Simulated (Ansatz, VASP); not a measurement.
## One calculation of Be3GeF2, two programs

```
Be Ge F
1.0
     2.29217    1.32338    3.77703
    -2.29217    1.32338    3.77703
     0.00000   -2.64677    3.77703
Be Ge F
3 1 2
Direct
  0.00000 0.50000 0.00000
  0.50000 0.00000 0.00000
  0.00000 0.00000 0.50000
  0.50000 0.50000 0.50000
  0.70953 0.70953 0.70953
  0.29047 0.29047 0.29047
```

Alike in both runs: functional PBE; k mesh 12 × 12 × 12; occupations gaussian, width 0.01 eV; no spin polarisation.

Ansatz relaxed the structure, and its values are those at the end. VASP's run is a single point on that final structure, the one shown.

```csv
,VASP,Ansatz
version,VASP 6.6.1,Ansatz 0.2.0
potentials or method,"VASP PAW PBE potentials, release 64 (Be, Ge_d, F), cutoff 520 eV","scalar-relativistic, plane waves, PAW"
valence electrons in the cell,34,34
```

```tsv
	VASP	Ansatz	Ansatz less VASP
gap on the k mesh at the Fermi level (eV)	none	none	-
pressure (GPa)	-0.1	0.0	+0.09
rms of the force components (eV/Å)	0.011	0.000	-0.0106
```

A gap of «none» marks a metal or a gap that the smearing closes.
